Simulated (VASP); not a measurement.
**In3Se: relaxation of cell and atoms with PBEsol**

The system is In3Se.

```
CELL_PARAMETERS angstrom
4.80376 0.00000 0.00000
0.00000 4.80376 0.00000
0.00000 0.00000 4.80376
ATOMIC_POSITIONS crystal
In 0.00000 0.50000 0.50000
In 0.50000 0.00000 0.50000
In 0.50000 0.50000 0.00000
Se 0.00000 0.00000 0.00000
```

| Property | Result |
| --- | --- |
| Program | VASP 6.6.1 |
| Task | relaxation of cell and atoms |
| Functional | PBEsol |
| Potentials or basis | VASP PAW PBE potentials, release 64 (In_d, Se) |
| Cutoff | 600 eV |
| k mesh | 10 × 10 × 10 |
| Occupations | gaussian, width 0.1 eV |
| Spin | no spin polarisation |
| Dipole correction | no |
| Further INCAR settings | ALGO = Normal; EDIFF = 1e-06; IBRION = 2; EDIFFG = -0.005; NSW = 100; ISIF = 3 |

```yaml
Relaxed_volume: 25.46 Å³/atom
Relaxed_cell: a = 4.670 Å, b = 4.670 Å, c = 4.670 Å, α = 90.00°, β = 90.00°, γ = 90.00°
Space_group_after_relaxing_to_0.1_Å: Pm-3m (No. 221)
Energy_gained_by_relaxing: 22.7 meV/atom
Ionic_steps: 5
Pressure_after_relaxing: 0.0 GPa
Band_gap_on_the_k_mesh: zero (an odd number of electrons rules out a gap without spin polarisation)
```

Step by step:
```tsv
step	energy change (eV)	largest force (eV/Å)	pressure (GPa)	volume (Å³)
1	0.0000	0.0000	-2.98	110.85
2	-0.0895	0.0000	-0.37	102.78
3	-0.0906	0.0000	-0.03	101.90
4	-0.0906	0.0000	0.04	101.73
5	-0.0907	0.0000	0.01	101.84
```

Final structure:
```yaml
crystal:
  lattice:
    - [4.66983, 0.00000, 0.00000]
    - [0.00000, 4.66983, 0.00000]
    - [0.00000, 0.00000, 4.66983]
  atoms:
    - { symbol: In, position: [0.00000, 0.50000, 0.50000] }
    - { symbol: In, position: [0.50000, 0.00000, 0.50000] }
    - { symbol: In, position: [0.50000, 0.50000, 0.00000] }
    - { symbol: Se, position: [0.00000, 0.00000, 0.00000] }
```

Levels at points of the mesh, in eV from the Fermi level:
```tsv
k point	band 20	band 21	band 22	band 23	band 24	band 25
(0.00, 0.00, 0.00)	-3.58	-2.06	-2.06	1.23	1.23	1.23
(0.50, 0.00, 0.00)	-2.65	-1.37	-1.06	-0.19	-0.19	1.29
(0.50, 0.50, 0.00)	-2.09	-0.95	-0.54	-0.54	1.62	1.78
(0.50, 0.50, 0.50)	-4.37	-4.37	-4.37	-3.48	3.32	3.32
```

It took 7.7 min on 1 thread of Intel(R) Xeon(R) Platinum 8488C (Sapphire Rapids) (shared host), peak memory 0.36 GiB.

Caveat: the PAW data sets were made with another functional, which shifts forces and pressure a little; spin-orbit coupling is left out, which moves the levels of the heavy elements.
